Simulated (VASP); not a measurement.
Runs of VASP 6.6.1 on AlAs (lda). The structure is that of space group F-43m (No. 216), or close to it. The cells are those of the table. 

| task | cell | k mesh | smearing | gap on the mesh (eV) | pressure (GPa) |
| --- | --- | --- | --- | --- | --- |
| single point | a = 3.980 Å, angles 60.0°, 2 atoms | 8 × 8 × 8 | gaussian 0.02 eV | 1.31 | 0.4 |
| single point | a = 3.980 Å, angles 60.0°, 2 atoms | 8 × 8 × 8 | gaussian 0.01 eV | 1.31 | 0.4 |
| relaxation of cell and atoms | relaxed from a = 4.003 Å, angles 60.0°, 2 atoms | 8 × 8 × 8 | gaussian 0.02 eV | 1.32 | 0.0 |
| single point | a = 4.003 Å, angles 60.0°, 2 atoms | 6 × 6 × 6 | gaussian 0.1 eV | 1.33 | (a) |

Alike in all rows: level LDA; potentials or basis VASP PAW LDA potentials, release 64 (Al, As); no spin polarisation; cutoff (eV) 500.

Task: Estimate the missing entries.

Result: (a) -0.9.

A k mesh can miss the band edges, and the runs leave out spin-orbit coupling on As.
